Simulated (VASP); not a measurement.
# Ag (Im-3m) in VASP: further runs

Ag is run at these levels: PBE, LDA; tasks: single point.

Program: VASP 6.6.1. These are calculated values, not measurements. Logs are shortened: lines on timing, memory, paths and dates and some standing lists are left out, and cuts for length are marked.

### Step 1. The cell of the first run

The structure is cubic, space group Im-3m (No. 229). The conventional cell has a = 3.311 Å, b = 3.311 Å, c = 3.311 Å, α = 90.00°, β = 90.00°, γ = 90.00°. Ag (site symmetry m-3m) has 14 Ag at 2.87 to 3.31 Å within 3.8 Å.

### Step 2. Single point, PBE

Contents of INCAR:

```
SYSTEM = Ag
ALGO = Fast
EDIFF = 1E-6
ENCUT = 520
GGA = PE
ISIF = 2
ISMEAR = -1
LASPH = .TRUE.
LCHARG = .FALSE.
LREAL = .FALSE.
LWAVE = .FALSE.
NBANDS = 12
NELM = 100
PREC = Accurate
SIGMA = 0.1
```

Contents of KPOINTS:

```
k-points
0
G
  8 8 8
  0 0 0
```

Contents of POSCAR:

```
Ag
1.0
   -1.6556540000      1.6556540000      1.6556540000
    1.6556540000     -1.6556540000      1.6556540000
    1.6556540000      1.6556540000     -1.6556540000
Ag
1
Direct
    0.0000000000      0.0000000000      0.0000000000
```

Potentials or basis: VASP PAW PBE potentials, release 64 (Ag).

The run is started by

```sh
cat potpaw_PBE.64/Ag/POTCAR > POTCAR
mpirun -np 1 vasp_std > vasp.out
```

OUTCAR:

```text
SYSTEM = Ag
   EDIFF = 1E-6
   ENCUT = 520
   GGA = PE
   ISIF = 2
   ISMEAR = -1
   LASPH = .TRUE.
   LREAL = .FALSE.
   NELM = 100
   PREC = Accurate

 ion  position               nearest neighbor table
   1  0.000  0.000  0.000-

  LATTYP: Found a body centered cubic cell.
 ALAT       =     3.3113080000

  Lattice vectors:

 A1 = (  -1.6556540000,   1.6556540000,   1.6556540000)
 A2 = (   1.6556540000,  -1.6556540000,   1.6556540000)
 A3 = (   1.6556540000,   1.6556540000,  -1.6556540000)

Analysis of symmetry for initial positions (statically):
=====================================================================
 Subroutine PRICEL returns:
 Original cell was already a primitive cell.

 Routine SETGRP: Setting up the symmetry group for a
 body centered cubic supercell.

 Subroutine GETGRP returns: Found 48 space group operations
[... 9 lines left out ...]

 Routine SETGRP: Setting up the symmetry group for a
 body centered cubic supercell.

 Subroutine GETGRP returns: Found 48 space group operations
[... 11 lines left out ...]
                                     Primitive cell

  volume of cell :      18.1538

  direct lattice vectors                    reciprocal lattice vectors
    -1.655654000  1.655654000  1.655654000     0.000000000  0.301995465  0.301995465
     1.655654000 -1.655654000  1.655654000     0.301995465  0.000000000  0.301995465
     1.655654000  1.655654000 -1.655654000     0.301995465  0.301995465  0.000000000

  length of vectors
     2.867676848  2.867676848  2.867676848     0.427086083  0.427086083  0.427086083

  position of ions in fractional coordinates (direct lattice)
     0.000000000  0.000000000  0.000000000

  ion indices of the primitive-cell ions
   primitive index   ion index
                 1           1

----------------------------------------------------------------------------------------

 KPOINTS: k-points

Automatic generation of k-mesh.
 Grid dimensions read from file:
 generate k-points for:    8    8    8

 Generating k-lattice:

  Cartesian coordinates                     Fractional coordinates (reciprocal lattice)
     0.000000000  0.037749433  0.037749433     0.125000000  0.000000000  0.000000000
     0.037749433  0.000000000  0.037749433     0.000000000  0.125000000  0.000000000
     0.037749433  0.037749433  0.000000000     0.000000000  0.000000000  0.125000000

  Length of vectors
     0.053385760  0.053385760  0.053385760

  Shift w.r.t. Gamma in fractional coordinates (k-lattice)
     0.000000000  0.000000000  0.000000000

 Subroutine IBZKPT returns following result:
 ===========================================

 Found     29 irreducible k-points:

 Following reciprocal coordinates:
            Coordinates               Weight
  0.000000  0.000000  0.000000      1.000000
  0.125000  0.000000  0.000000     12.000000
  0.250000  0.000000  0.000000     12.000000
  0.375000  0.000000  0.000000     12.000000
  0.500000  0.000000  0.000000      6.000000
  0.125000  0.125000  0.000000     24.000000
[... 16 lines left out ...]
 -0.250000  0.250000  0.250000      6.000000
 -0.375000  0.375000  0.250000     24.000000
 [... further k-points ...]
   k-points           NKPTS =     29   k-points in BZ     NKDIM =     29   number of bands    NBANDS=     12
   number of dos      NEDOS =    301   number of ions     NIONS =      1
   total plane-waves  NPLWV =  13824
   dimension x,y,z NGX =    24 NGY =   24 NGZ =   24
   dimension x,y,z NGXF=    48 NGYF=   48 NGZF=   48
   ions per type =               1
   NGX,Y,Z   is equivalent  to a cutoff of  13.91, 13.91, 13.91 a.u.
   NGXF,Y,Z  is equivalent  to a cutoff of  27.83, 27.83, 27.83 a.u.
 SYSTEM =  Ag
   PREC   = accura    normal or accurate (medium, high low for compatibility)
   ISTART =      0    job   : 0-new  1-cont  2-samecut
   ICHARG =      2    charge: 1-file 2-atom 10-const
   ISPIN  =      1    spin polarized calculation?
   LNONCOLLINEAR =      F non collinear calculations
   LSORBIT =      F    spin-orbit coupling
   LASPH  =      T    aspherical Exc in radial PAW
   ENCUT  =  520.0 eV  38.22 Ry    6.18 a.u.   5.33  5.33  5.33*2*pi/ulx,y,z
   NELM   =    100;   NELMIN=  2; NELMDL= -5     # of ELM steps
   EDIFF  = 0.1E-05   stopping-criterion for ELM
   LREAL  =      F    real-space projection
   EDIFFG = 0.1E-04   stopping-criterion for IOM
   NSW    =      0    number of steps for IOM
   IBRION =     -1    ionic relax: 0-MD 1-quasi-New 2-CG
   NFREE  =      0    steps in history (QN), initial steepest desc. (CG)
   ISIF   =      2    stress and relaxation
   ISYM   =      2    0-nonsym 1-usesym 2-fastsym
   POTIM  = 0.5000    time-step for ionic-motion
   TEBEG  =    0.0;   TEEND  =   0.0 temperature during run
   PSTRESS=    0.0 pullay stress
   NELECT =      11.0000    total number of electrons
   NUPDOWN=      -1.0000    fix difference up-down
   EMIN   =  10.00;   EMAX   =-10.00  energy-range for DOS
   EFERMI =   0.00;   METHOD = LEGACY
   ISMEAR =    -1;   SIGMA  =   0.10  broadening in eV -4-tet -1-fermi 0-gaus
   EFERMI_NEDOS =   21; number of points for ismear=-14 and -15
   IALGO  =     68    algorithm
   IMIX   =      4    mixing-type and parameters
     AMIX     =   0.40;   BMIX     =  1.00
     AMIX_MAG =   1.60;   BMIX_MAG =  1.00
  volume/ion in A,a.u.               =      18.15       122.51
  Fermi-wavevector in a.u.,A,eV,Ry     =   1.385318  2.617871 26.111022  1.919106
  Thomas-Fermi vector in A             =   2.509739
   LORBIT       =      0    0 simple, 1 ext, 2 COOP (PROOUT), +10 PAW based schemes
   GGA     = PE    functional components
   LHFCALC =     F    Hartree Fock is set to
   AEXX    =    0.0000 exact exchange contribution
   IVDW    =     0    specifies the selected vdW correction
   LEPSILON=     F    determine dielectric tensor
   LRPA    =     F    only Hartree local field effects (RPA)
 non-spin polarized calculation
 RMM-DIIS sequential band-by-band and
  energy-cutoff  :      520.00
  volume of cell :       18.15
 maximum number of plane-waves:       496
 NGX is ok and might be reduce to    24
   NGX = 11   NGY = 11   NGZ = 11

 number of electron      11.0000001 magnetization

 Free energy of the ion-electron system (eV)
  ---------------------------------------------------
  ext. energy  EPLUGINS =         0.00000000
  ---------------------------------------------------
  free energy    TOTEN  =        -2.65206809 eV

  energy without entropy =       -2.62771629  energy(sigma->0) =       -2.63989219

 E-fermi :   7.7294     XC(G=0): -11.8403

 val. band max:        7.6732267869   @ k =   0.5000   0.0000   0.0000
 cond. band min:       7.7679986258   @ k =   0.3750   0.1250  -0.0000
 fundamental gap:      0.0947718389
 Fermi energy:         7.7294261635

 k-point     1 :       0.0000    0.0000    0.0000
  band No.  band energies     occupation
      1       0.2770      2.00000
      2       2.8909      2.00000
      3       2.8909      2.00000
      4       2.8909      2.00000
      5       4.0919      2.00000
      6       4.0919      2.00000
      7      25.3405      0.00000
      8      25.3405      0.00000
      9      25.3405      0.00000
     10      30.7053      0.00000
     11      30.7054      0.00000
     12      30.7064      0.00000

 k-point     2 :       0.1250    0.0000    0.0000
  band No.  band energies     occupation
      1       0.7516      2.00000
      2       2.7819      2.00000
      3       2.9156      2.00000
      4       3.1534      2.00000
      5       3.9886      2.00000
      6       4.1005      2.00000
      7      23.7066      0.00000
      8      24.9238      0.00000
      9      25.6077      0.00000
     10      28.1208      0.00000
     11      28.3556      0.00000
     12      28.5437      0.00000

 k-point     3 :       0.2500    0.0000    0.0000
  band No.  band energies     occupation
      1       1.6575      2.00000
      2       2.5283      2.00000
      3       3.3735      2.00000
      4       3.8418      2.00000
      5       3.9071      2.00000
      6       4.1306      2.00000
      7      19.1463      0.00000
      8      22.9941      0.00000
      9      25.0462      0.00000
     10      26.1840      0.00000
     11      27.4526      0.00000
     12      29.6455      0.00000

 k-point     4 :       0.3750    0.0000    0.0000
  band No.  band energies     occupation
      1       1.6773      2.00000
      2       2.2867      2.00000
      3       3.9828      2.00000
      4       4.1746      2.00000
      5       4.6308      2.00000
      6       5.5214      2.00000
      7      14.3762      0.00000
      8      21.3162      0.00000
      9      22.5076      0.00000
     10      26.6628      0.00000
     11      27.6853      0.00000
     12      32.2077      0.00000

 k-point     5 :       0.5000    0.0000    0.0000
  band No.  band energies     occupation
      1       1.5609      2.00000
      2       2.1899      2.00000
      3       4.0393      2.00000
      4       4.1971      2.00000
      5       4.9974      2.00000
      6       7.6732      1.27383
      7      11.3966      0.00000
      8      20.7080      0.00000
      9      21.5359      0.00000
     10      26.8339      0.00000
     11      27.9113      0.00000
     12      31.6498      0.00000

 k-point     6 :       0.1250    0.1250    0.0000
  band No.  band energies     occupation
      1       1.5380      2.00000
      2       2.7218      2.00000
      3       2.7736      2.00000
      4       3.7796      2.00000
      5       3.8597      2.00000
      6       4.1780      2.00000
      7      21.6993      0.00000
      8      21.9268      0.00000
      9      24.8677      0.00000
     10      26.1613      0.00000
     11      28.6980      0.00000
     12      29.9570      0.00000

 k-point     7 :       0.2500    0.1250    0.0000
  band No.  band energies     occupation
      1       1.9724      2.00000
      2       2.4673      2.00000
      3       3.3611      2.00000
      4       3.8776      2.00000
      5       4.2248      2.00000
      6       5.2933      2.00000
      7      16.9212      0.00000
      8      20.0075      0.00000
      9      22.6679      0.00000
     10      26.7444      0.00000
     11      29.9973      0.00000
     12      30.3366      0.00000

 k-point     8 :       0.3750    0.1250   -0.0000
  band No.  band energies     occupation
      1       1.7933      2.00000
      2       2.2925      2.00000
      3       3.8845      2.00000
      4       4.0231      2.00000
      5       4.5460      2.00000
      6       7.7680      0.80949
      7      12.5755      0.00000
      8      18.8733      0.00000
      9      21.3675      0.00000
     10      27.1707      0.00000
     11      30.2952      0.00000
     12      30.8737      0.00000
[... 166 lines left out ...]
 k-point    20 :      -0.3750    0.5000    0.1250
  band No.  band energies     occupation
      1       2.1696      2.00000
      2       2.6514      2.00000
      3       3.0284      2.00000
      4       3.8730      2.00000
      5       4.6584      2.00000
      6       9.0235      0.00000
      7      13.2092      0.00000
      8      16.5719      0.00000
      9      22.7557      0.00000
     10      25.9696      0.00000
     11      28.0653      0.00000
     12      31.5309      0.00000

 k-point    21 :      -0.3750   -0.3750    0.1250
  band No.  band energies     occupation
      1       2.5393      2.00000
      2       2.5870      2.00000
      3       2.5870      2.00000
      4       4.3440      2.00000
      5       4.3440      2.00000
      6      12.4123      0.00000
      7      12.4123      0.00000
      8      12.7941      0.00000
      9      25.0437      0.00000
     10      25.6307      0.00000
     11      25.6307      0.00000
     12      30.7488      0.00000

 k-point    22 :       0.2500    0.2500    0.2500
  band No.  band energies     occupation
      1       2.6361      2.00000
      2       2.6361      2.00000
      3       2.6361      2.00000
      4       4.2213      2.00000
      5       4.2213      2.00000
      6      12.9759      0.00000
      7      13.7379      0.00000
      8      13.7379      0.00000
      9      13.7379      0.00000
     10      35.3668      0.00000
     11      35.3710      0.00000
     12      35.6975      0.00000

 k-point    23 :      -0.2500    0.2500    0.2500
  band No.  band energies     occupation
      1       2.5402      2.00000
      2       2.8134      2.00000
      3       3.3417      2.00000
      4       3.3417      2.00000
      5       3.7968      2.00000
      6       5.7322      2.00000
      7      20.1806      0.00000
      8      20.1806      0.00000
      9      21.0264      0.00000
     10      21.5485      0.00000
     11      32.0223      0.00000
     12      32.0223      0.00000

 k-point    24 :      -0.3750    0.3750    0.2500
  band No.  band energies     occupation
      1       2.2780      2.00000
      2       2.5466      2.00000
      3       3.3459      2.00000
      4       3.7110      2.00000
      5       4.4895      2.00000
      6       7.9719      0.16254
      7      15.7570      0.00000
      8      18.1754      0.00000
      9      20.6248      0.00000
     10      22.9977      0.00000
     11      29.8568      0.00000
     12      32.0011      0.00000

 [... further k-points ...]
[... 5 lines left out ...]
  --------------------------------------------------------------------------------------
  -------------------------------------------------------------------------------------
  Total       -0.0683897     -0.0683897     -0.0683897      0.0000000      0.0000000     -0.0000000
  in kB       -6.0357651     -6.0357651     -6.0357651      0.0000000      0.0000000     -0.0000000
  external PRESSURE =      -6.0357651 kB  Pullay stress =       0.0000000 kB

 VOLUME and BASIS-vectors are now :
 -----------------------------------------------------------------------------
  energy-cutoff  :      520.00
  volume of cell :       18.15
      direct lattice vectors                 reciprocal lattice vectors
    -1.655654000  1.655654000  1.655654000     0.000000000  0.301995465  0.301995465
     1.655654000 -1.655654000  1.655654000     0.301995465  0.000000000  0.301995465
     1.655654000  1.655654000 -1.655654000     0.301995465  0.301995465  0.000000000

 POSITION                                       TOTAL-FORCE (eV/Angst)
 -----------------------------------------------------------------------------------
      0.00000      0.00000      0.00000         0.000000      0.000000     -0.000000
 -----------------------------------------------------------------------------------
    total drift:                               -0.000000     -0.000000      0.000000

  FREE ENERGIE OF THE ION-ELECTRON SYSTEM (eV)
  ---------------------------------------------------
  free  energy   TOTEN  =        -2.6520680884 eV

  energy  without entropy=       -2.6277162906  energy(sigma->0) =       -2.63989219
```

Run time: 7.8 s. Hardware: 1 thread of AMD EPYC 7R43 (Zen 3), shared host; peak memory 0.1 GiB.

Results:

- Free energy: -2.6521 eV
- Pressure: -0.6 GPa

Levels at points of the mesh, in eV from the Fermi level:
| k point | band 3 | band 4 | band 5 | band 6 | band 7 | band 8 |
| --- | --- | --- | --- | --- | --- | --- |
| (0.00, 0.00, 0.00) | -4.84 | -4.84 | -3.64 | -3.64 | 17.61 | 17.61 |
| (0.50, 0.00, 0.00) | -3.69 | -3.53 | -2.73 | -0.06 | 3.67 | 12.98 |
| (0.50, 0.50, 0.50) | -2.95 | -2.95 | -2.95 | 6.60 | 6.60 | 6.60 |

### Step 3. Single point, LDA

Contents of INCAR:

```
ALGO     = Normal         # electronic algorithm
EDIFF    = 1E-7           # SCF threshold, eV
ENCUT    = 520            # plane-wave cutoff, eV
ISIF     = 2              # what is computed and relaxed
ISMEAR   = 0              # smearing method
LASPH    = True           # aspherical terms in the spheres
LCHARG   = False          # write CHGCAR
LREAL    = False          # projectors in reciprocal space
LWAVE    = False          # write WAVECAR
NBANDS   = 12             # bands
NELM     = 100            # most SCF steps
PREC     = Accurate       # precision mode
SIGMA    = 0.025          # smearing width, eV
```

Contents of KPOINTS:

```
k-points
0
Gamma
  9 9 9
```

POSCAR is that of step 2.

Potentials or basis: VASP PAW LDA potentials, release 64 (Ag).

The run is started by

```sh
cat potpaw_LDA.64/Ag/POTCAR > POTCAR
mpirun -np 1 vasp_std > vasp.out
```

Wall time 7.7 s (1 thread of AMD EPYC 7R43 (Zen 3), shared host); peak memory 0.1 GiB.

It converged, with:

```
Free energy : -3.6708 eV
Pressure    : -11.3 GPa
```

Levels at points of the mesh, in eV from the Fermi level:
```csv
k point,band 4,band 5,band 6,band 7,band 8,band 9
"(0.00, 0.00, 0.00)",-4.57,-3.34,-3.34,17.83,17.83,17.83
```
